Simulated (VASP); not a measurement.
IrC3: single point with PBE

IrC3:

```xyz
4
Lattice="-2.0749 2.0749 2.0749 2.0749 -2.0749 2.0749 2.0749 2.0749 -2.0749" Properties=species:S:1:pos:R:3 pbc="T T T"
Ir    0.0000    0.0000    0.0000
C     2.0749    0.0000    0.0000
C     0.0000    2.0749    0.0000
C     0.0000    0.0000    2.0749
```

```yaml
Program: VASP 6.6.1
Task: single point
Functional: PBE
Potentials_or_basis: VASP PAW PBE potentials, release 64 (Ir_sv_GW, C)
Cutoff: 600 eV
k_mesh: 6 × 6 × 6
Occupations: gaussian, width 0.1 eV
Spin: no spin polarisation
```

```
Pressure : -0.8 GPa
```

Levels at points of the mesh, in eV from the Fermi level:
| k point | band 10 | band 11 | band 12 | band 13 | band 14 | band 15 | band 16 | band 17 | band 18 | band 19 |
| --- | --- | --- | --- | --- | --- | --- | --- | --- | --- | --- |
| (0.00, 0.00, 0.00) | -4.18 | -3.49 | -3.49 | -3.49 | -0.86 | -0.86 | -0.86 | 2.18 | 2.18 | 7.45 |
| (0.50, 0.00, 0.00) | -6.30 | -2.68 | -1.83 | -1.78 | 0.69 | 1.18 | 1.49 | 2.03 | 2.27 | 6.04 |
| (0.50, 0.50, 0.50) | -6.28 | -1.95 | -1.95 | -1.95 | 0.83 | 0.83 | 0.83 | 1.43 | 1.43 | 7.75 |

Run time: 16 s on 1 thread of Intel(R) Xeon(R) Platinum 8375C CPU @ 2.90GHz (Ice Lake), on a shared host, peak memory 0.18 GiB.

Caveat: spin-orbit coupling is left out, which moves the levels of the heavy elements.
